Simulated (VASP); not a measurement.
# MgO (P1) in VASP: a series of runs, part 2 of 2

VASP 6.6.1. The steps go on from the part before.

## (3) Single point, LDA

INCAR

```
SYSTEM = MgO
PREC = Accurate
ENCUT = 520
EDIFF = 1E-6
ISMEAR = -1
SIGMA = 0.05
LREAL = Auto
LASPH = .True.
NELM = 100
ALGO = Normal
ISIF = 2
LWAVE = .False.
LCHARG = .False.
NBANDS = 46
```

KPOINTS

```
regular mesh
0
Gamma
  2 2 2
  0 0 0
```

POSCAR

```
MgO
1.0
    0.0000000000      3.8220000000      3.8220000000
    3.8220000000      0.0000000000      3.8220000000
    3.8220000000      3.8220000000      0.0000000000
Mg O
8 8
Direct
   -0.0051674516      0.0087781266      0.0269361591
   -0.0154761905      0.0215986395      0.4995944532
    0.0175824176      0.4793301936     -0.0150183150
    0.0019230769      0.4579931973      0.5082810047
    0.5229199372      0.0021193093     -0.0072475144
    0.5096023025      0.0095499738      0.4950549451
    0.4790293040      0.5365646259     -0.0000392465
    0.4983647305      0.5406200942      0.4646912611
    0.2710753532      0.2330847724      0.2514521193
    0.2462977499      0.2004578755      0.7740057561
    0.2368785976      0.7589089482      0.2624934589
    0.2344976452      0.7515044479      0.7587781266
    0.7332155939      0.2846023025      0.2532051282
    0.7503270539      0.2341313448      0.7511643119
    0.7575745683      0.7367216117      0.2445709053
    0.7567765568      0.7146781790      0.7465201465
```

Potentials or basis: VASP PAW LDA potentials, release 64 (Mg, O).

Started as:

```bash
$ cat potpaw_LDA.64/Mg/POTCAR potpaw_LDA.64/O/POTCAR > POTCAR
$ mpirun -np 1 vasp_std > vasp.out
```

OUTCAR:

```text
SYSTEM = MgO
   PREC = Accurate
   ENCUT = 520
   EDIFF = 1E-6
   ISMEAR = -1
   LREAL = Auto
   LASPH = .True.
   NELM = 100
   ISIF = 2

 ion  position               nearest neighbor table
   1  0.995  0.009  0.027-  10 1.71  11 1.83  13 1.92  15 1.96  14 2.00  12 2.01   3 2.50   2 2.56
                             6 2.58   7 2.59   4 2.63   5 2.67   5 2.75   4 2.81   7 2.82   6 2.83
   2  0.985  0.022  0.500-  14 1.78  13 1.90  11 1.91   9 1.91  12 1.95  16 2.06   4 2.43   1 2.56
                             5 2.58   6 2.61   3 2.64   8 2.69   8 2.72   3 2.79   6 2.79   5 2.83
   3  0.018  0.479  0.985-  13 1.85  12 1.88  10 1.88  16 1.91  15 1.98   9 1.99   1 2.50   2 2.64
                             5 2.66   4 2.68   7 2.71   8 2.71   8 2.72   7 2.73   4 2.73   5 2.75
   4  0.002  0.458  0.508-  14 1.82   9 1.85  16 1.89  15 1.95  10 1.95  11 2.06   2 2.43   6 2.60
                             1 2.63   8 2.64   3 2.68   7 2.69   3 2.73   7 2.77   1 2.81   8 2.81
   5  0.523  0.002  0.993-  14 1.76  15 1.86   9 1.87  10 1.92  11 2.03  16 2.05   8 2.53   2 2.58
                             7 2.62   3 2.66   1 2.67   6 2.70   6 2.71   1 2.75   3 2.75   7 2.80
   6  0.510  0.010  0.495-  10 1.82   9 1.85  13 1.91  16 1.92  15 2.00  12 2.04   1 2.58   4 2.60
                             2 2.61   7 2.65   8 2.65   5 2.70   5 2.71   8 2.76   7 2.77   2 2.79
   7  0.479  0.537  1.000-  16 1.77  11 1.86  12 1.86  13 1.94   9 1.97  14 2.11   8 2.58   1 2.59
[... 586 lines left out ...]
     44      19.0704      0.00000
 [bands above 44 left out]

------------------------ aborting loop because EDIFF is reached ----------------------------------------

  FORCE on cell =-STRESS in cart. coord.  units (eV):
  Direction    XX          YY          ZZ          XY          YZ          ZX
  --------------------------------------------------------------------------------------
  -------------------------------------------------------------------------------------
  Total       55.3731361     52.4178012     63.5058347      1.0464921      0.6553410     -1.7728978
  in kB      794.5251696    752.1203469    911.2177422     15.0156622      9.4032047    -25.4385441
  external PRESSURE =     819.2877529 kB  Pullay stress =       0.0000000 kB

 VOLUME and BASIS-vectors are now :
 -----------------------------------------------------------------------------
  energy-cutoff  :      520.00
  volume of cell :      111.66
      direct lattice vectors                 reciprocal lattice vectors
     0.000000000  3.822000000  3.822000000    -0.130821559  0.130821559  0.130821559
     3.822000000  0.000000000  3.822000000     0.130821559 -0.130821559  0.130821559
     3.822000000  3.822000000  0.000000000     0.130821559  0.130821559 -0.130821559

 POSITION                                       TOTAL-FORCE (eV/Angst)
 -----------------------------------------------------------------------------------
      0.13650      3.90520      3.83580        -1.569885     -1.828215     -3.933187
      1.99200      5.67230      3.84540        -2.378707      1.613389     -1.298186
      5.59660      3.83180      1.89920         1.243493     -0.047835      1.463372
      3.69310      1.95000      1.75780         1.770347     -0.297537      2.525144
      3.80240      5.79290      2.00670        -0.654629     -0.794572     -2.268792
      1.92860      3.83980      1.98420        -1.328889      0.727045     -1.317976
[... 8 lines left out ...]
      3.75050      3.83020      5.71120         0.773032      0.868134      2.742330
      5.58470      5.74560      5.62390         1.374242     -0.345609      3.211755
 -----------------------------------------------------------------------------------
    total drift:                                0.005535     -0.000457      0.001659

  FREE ENERGIE OF THE ION-ELECTRON SYSTEM (eV)
  ---------------------------------------------------
  free  energy   TOTEN  =       -98.6854842997 eV

  energy  without entropy=      -98.6854842997  energy(sigma->0) =      -98.68548430
```

It took 1.8 min on 1 thread of Intel Xeon Platinum 8175M at 2.50GHz (Skylake/Cascade Lake), shared host; peak memory 0.21 GiB.

Results:

| Item | Value |
| --- | --- |
| Free energy | -98.6855 eV |
| Pressure | 81.9 GPa |
| Largest force | 5.314 eV/Å |
| Band gap on the k mesh | 7.66 eV, direct |

Forces on the atoms (eV/Å):
```
Mg  -1.570 -1.828 -3.933
Mg  -2.379  1.613 -1.298
Mg   1.243 -0.048  1.463
Mg   1.770 -0.298  2.525
Mg  -0.655 -0.795 -2.269
Mg  -1.329  0.727 -1.318
Mg  -2.035  0.273 -2.388
Mg   2.215  2.801 -3.647
O    0.223 -1.617  0.337
O    1.132 -0.586  5.159
O    0.061 -0.468 -0.589
O   -0.769 -0.253  0.615
O   -2.524  0.514 -1.609
O    2.469 -0.560  0.999
O    0.773  0.868  2.742
O    1.374 -0.346  3.212
```

Stress tensor (GPa, compression positive):
```
79.45  1.50 -2.54
 1.50 75.21  0.94
-2.54  0.94 91.12
```

Caveat: the k points lie up to 0.71 Å⁻¹ apart; forces of over 1 eV/Å act on the atoms, so gaps and moduli don't describe the material at rest. A hybrid or GW would open this gap; LDA tends to underestimate it.
